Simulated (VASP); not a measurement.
Set up this calculation in VASP 6.6.1, as the native input.

* Task: electric field gradients
* Functional: LDA
* Potentials or basis: VASP PAW LDA potentials, release 64 (Hf_pv)
* Cutoff: 520 eV
* k mesh: 13 × 13 × 13
* Occupations: fermi-dirac, width 0.03 eV
* Spin: no spin polarisation
* Dipole correction: no
* Further INCAR settings: ALGO = Normal; EDIFF = 1e-08; NBANDS = 11

The structure of Hf lies in POSCAR:

```
Hf
1.0
    0.0000000000      2.2200000000      2.1534000000
    2.2200000000      0.0000000000      2.1534000000
    2.2200000000      2.2200000000      0.0000000000
Hf
1
Direct
    0.0000000000      0.0000000000      0.0000000000
```

This cell differs from its parent crystal: zz strain of -3 %.

The input as run:

INCAR

```
SYSTEM = Hf
ALGO = Normal
EDIFF = 1E-8
ENCUT = 520
ISIF = 2
ISMEAR = -1
LASPH = .TRUE.
LCHARG = .FALSE.
LEFG = .TRUE.
LREAL = .FALSE.
LWAVE = .FALSE.
NBANDS = 11
NELM = 60
PREC = Accurate
SIGMA = 0.03
```

KPOINTS

```
k-points
0
G
  13 13 13
  0 0 0
```

Potentials or basis: VASP PAW LDA potentials, release 64 (Hf_pv).

Launch:

```sh
$ cat potpaw_LDA.64/Hf_pv/POTCAR > POTCAR
$ mpirun -np 1 vasp_std > vasp.out
```

Results of the run:

| Item | Value |
| --- | --- |
| Pressure | -2.3 GPa |
| Band gap on the k mesh | zero (band 5 reaches 6.22 eV, above the bottom of band 6 at 4.33 eV) |

Caveat: the cell differs from its parent crystal (zz strain of -3 %); without QUAD_EFG the Cq values of the log hold for a quadrupole moment of 1 mb, not for the nuclei; spin-orbit coupling is left out, which moves the levels of the heavy elements.

Run time: 20 s on 1 thread of Intel(R) Xeon(R) Platinum 8259CL CPU @ 2.50GHz (Skylake/Cascade Lake), on a shared host, peak memory 0.16 GiB.
